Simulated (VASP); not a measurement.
## Ta: relaxation of cell and atoms with r2SCAN

Ta:

```
Ta
1.0
    -1.62057    1.62057    1.62057
     1.62057   -1.62057    1.62057
     1.62057    1.62057   -1.62057
Ta
1
Direct
  0.00000 0.00000 0.00000
```

```yaml
Program: VASP 6.6.1
Task: relaxation of cell and atoms
Functional: r2SCAN
Potentials_or_basis: VASP PAW PBE potentials, release 64 (Ta_pv)
Cutoff: 600 eV
k_mesh: 18 × 18 × 18
Occupations: fermi-dirac, width 0.1 eV
Spin: no spin polarisation
Target_pressure: 10.6 GPa
Dipole_correction: no
Further_INCAR_settings: ALGO = Normal; EDIFF = 1e-07; IBRION = 2; EDIFFG = -0.002; NSW = 80; ISIF = 3
```

| Item | Value |
| --- | --- |
| Relaxed volume | 17.27 Å³/atom |
| Relaxed cell | a = 2.820 Å, b = 2.820 Å, c = 2.820 Å, α = 109.47°, β = 109.47°, γ = 109.47° |
| Space group after relaxing (to 0.05 Å) | Im-3m (No. 229) |
| Energy change on relaxing (the enthalpy is what falls) | -18.6 meV/atom |
| Ionic steps | 16 |
| Pressure after relaxing | 10.6 GPa |

Step by step:
| step | energy change (eV) | largest force (eV/Å) | pressure (GPa) | volume (Å³) |
| --- | --- | --- | --- | --- |
| 1 | 0.0000 | 0.0000 | 14.05 | 17.02 |
| 2 | -0.0446 | 0.0000 | 1.98 | 17.94 |
| 3 | -0.0187 | 0.0000 | 10.56 | 17.27 |
| 4 | -0.0184 | 0.0000 | 10.63 | 17.26 |
| 5 | -0.0184 | 0.0000 | 10.63 | 17.26 |
| 6 | -0.0184 | 0.0000 | 10.63 | 17.26 |
| 7 | -0.0184 | 0.0000 | 10.63 | 17.26 |
| 8 | -0.0184 | 0.0000 | 10.63 | 17.26 |
| 9 | -0.0184 | 0.0000 | 10.63 | 17.26 |
| 10 | -0.0184 | 0.0000 | 10.63 | 17.26 |
| 11 | -0.0184 | 0.0000 | 10.63 | 17.26 |
| 12 | -0.0184 | 0.0000 | 10.63 | 17.26 |
| 13 | -0.0184 | 0.0000 | 10.63 | 17.26 |
| 14 | -0.0185 | 0.0000 | 10.63 | 17.26 |
| 15 | -0.0185 | 0.0000 | 10.63 | 17.27 |
| 16 | -0.0186 | 0.0000 | 10.61 | 17.27 |

Final structure:
```cif
data_structure
_symmetry_space_group_name_H-M 'P 1'
_symmetry_Int_Tables_number 1
_cell_length_a 2.8201
_cell_length_b 2.8201
_cell_length_c 2.8201
_cell_angle_alpha 109.471
_cell_angle_beta 109.471
_cell_angle_gamma 109.471
_cell_volume 17.27
loop_
_atom_site_label
_atom_site_type_symbol
_atom_site_fract_x
_atom_site_fract_y
_atom_site_fract_z
_atom_site_occupancy
Ta1 Ta 0.00000 0.00000 0.00000 1
```

Levels at points of the mesh, in eV from the Fermi level:
```
           k point  band 3  band 4  band 5  band 6  band 7  band 8
(0.00, 0.00, 0.00)  -34.05   -8.50    0.83    0.83    0.83    4.47
(0.50, 0.00, 0.00)  -34.06   -4.77   -1.71    1.67    4.38    5.49
(0.50, 0.50, 0.50)  -35.03   -4.23   -4.23    7.46    7.46    7.46
```

Run time: 21 min on 1 thread of AMD EPYC 7R43 64-Core Processor (Zen 3) (shared host), peak memory 0.18 GiB.

Caveat: the cell is relaxed towards a set pressure, so the enthalpy falls and the energy may rise; the PAW data sets were made with another functional, which shifts forces and pressure a little; spin-orbit coupling is left out, which moves the levels of the heavy elements. Zero-point motion and thermal expansion aren't in these numbers.
